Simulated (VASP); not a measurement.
Here is a VASP 6.6.1 calculation.

File INCAR:

```
SYSTEM = Ge
  PREC = Accurate
  ENCUT = 520
  EDIFF = 1E-6
  ISMEAR = 0
  SIGMA = 0.1
  LREAL = .FALSE.
  LASPH = .TRUE.
  NELM = 100
  ALGO = Normal
  ISIF = 2
  LWAVE = .FALSE.
  LCHARG = .FALSE.
  GGA = PE
  NBANDS = 21
```

The input KPOINTS:

```
regular mesh
0
G
  6 6 6
  0 0 0
```

POSCAR

```
Ge
1.0
    3.4128139222      0.0175532594     -0.0187683420
   -0.0193558084      3.8081476706     -0.0232645363
   -1.6709259883     -1.8892085970      3.3162577229
Ge
2
Direct
    0.3081125746      0.3076799758      0.6154281930
    0.6918874254      0.6923200242      0.3845718070
```

Potentials or basis: VASP PAW PBE potentials, release 64 (Ge_d).

Launch:

```bash
$ cat potpaw_PBE.64/Ge_d/POTCAR > POTCAR
$ mpirun -np 1 vasp_std > vasp.out
```

Predict the largest force.

0.025 eV/Å.

Predict the band gap on the k mesh.

zero (band 14 reaches 7.76 eV, above the bottom of band 15 at 3.77 eV).

Estimate the pressure.

0.0 GPa.

Stress tensor (GPa, compression positive):
```
 0.14  0.00 -0.02
 0.00 -0.09 -0.02
-0.02 -0.02 -0.14
```
